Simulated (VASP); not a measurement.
Wanted: the native input for a VASP 6.6.1 run.

- Task: single point
- Functional: PBE
- Dispersion: D3(BJ)
- Potentials or basis: VASP PAW PBE potentials, release 64 (Pb_d, Se)
- Cutoff: 520 eV
- k mesh: 10 × 10 × 10
- Occupations: gaussian, width 0.03 eV
- Spin: no spin polarisation
- Dipole correction: no
- Further INCAR settings: ALGO = Normal; EDIFF = 1e-06; NBANDS = 17

The structure of PbSe lies in POSCAR:

```
PbSe
1.0
    0.0000000000      3.0238359981      2.9282827806
    3.0238359981      0.0000000000      2.9282827806
    3.0238359981      3.0238359981      0.0000000000
Pb Se
1 1
Direct
    0.0000000000      0.0000000000      0.0000000000
    0.5000000000      0.5000000000      0.5000000000
```

These files were run (other wordings do the same):

INCAR

```
PREC = Accurate
ENCUT = 520
EDIFF = 1E-6
ISMEAR = 0
SIGMA = 0.03
LREAL = F
LASPH = T
NELM = 80
ALGO = Normal
ISIF = 2
LWAVE = F
LCHARG = F
GGA = PE
IVDW = 12
NBANDS = 17
```

KPOINTS

```
regular mesh
0
Gamma
  10 10 10
```

Potentials or basis: VASP PAW PBE potentials, release 64 (Pb_d, Se).

Command:

```console
$ cat potpaw_PBE.64/Pb_d/POTCAR potpaw_PBE.64/Se/POTCAR > POTCAR
$ mpirun -np 1 vasp_std > vasp.out
```

It gave:

| Quantity | Value |
| --- | --- |
| Pressure | 4.7 GPa |
| Dispersion energy per atom | -0.395 eV |

Caveat: the cell stands under pressure.

Run time: 69 s on 1 thread of Intel(R) Xeon(R) Platinum 8259CL CPU @ 2.50GHz (Skylake/Cascade Lake), on a shared host, peak memory 0.24 GiB.
